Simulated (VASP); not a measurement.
Here is a VASP 6.6.1 calculation.

The input INCAR:

```
PREC = Accurate
ENCUT = 600
EDIFF = 1E-7
ISMEAR = 0
SIGMA = 0.1
LREAL = False
LASPH = True
NELM = 80
ALGO = Normal
ISIF = 3
LWAVE = False
LCHARG = False
GGA = PE
IBRION = 2
NSW = 90
EDIFFG = -0.04
```

The input KPOINTS:

```
Automatic mesh
0
Gamma
  8 6 6
```

File POSCAR:

```
Ge
1.0
    2.1778031400      0.0000000000      0.0000000000
    0.0000000000      3.0498655300      0.0000000000
    0.0000000000      0.0000000000      3.1179240800
Ge
1
Direct
    0.5000000000      0.0000000000      0.5000000000
```

Potentials or basis: VASP PAW PBE potentials, release 64 (Ge_d).

Command:

```console
$ cat potpaw_PBE.64/Ge_d/POTCAR > POTCAR
$ mpirun -np 1 vasp_std > vasp.out
```

What does it give for the space group after relaxing (to 0.1 Å)?

Pm-3m (No. 221).

Estimate the relaxed cell.

a = 2.649 Å, b = 2.747 Å, c = 2.749 Å, α = 90.00°, β = 90.00°, γ = 90.00°.

Step by step:
```tsv
step	energy change (eV)	largest force (eV/Å)	pressure (GPa)	volume (Å³)
1	0.0000	0.0000	16.85	20.71
2	-0.6091	0.0000	-9.71	26.48
3	-0.7792	0.0000	-6.97	24.02
4	-0.7803	0.0000	-6.58	23.90
5	-0.7803	0.0000	-6.29	23.83
6	-0.8847	0.0000	-3.30	21.28
7	-0.8988	0.0000	1.26	19.61
8	-0.9008	0.0000	-0.27	20.09
9	-0.9009	0.0000	-0.09	20.01
10	-0.9009	0.0000	0.18	19.94
11	-0.9028	0.0000	0.34	19.90
12	-0.9029	0.0000	0.24	19.89
13	-0.9028	0.0000	0.38	19.87
14	-0.9029	0.0000	0.26	19.88
15	-0.9029	0.0000	0.29	19.88
16	-0.9029	0.0000	0.31	19.88
17	-0.9030	0.0000	-0.05	20.00
```

Caveat: the k points lie up to 0.38 Å⁻¹ apart in the final cell, too coarse for converged energies and pressures of a metal; a cell axis changed by over 15 % at a fixed basis, so the end point is rough.
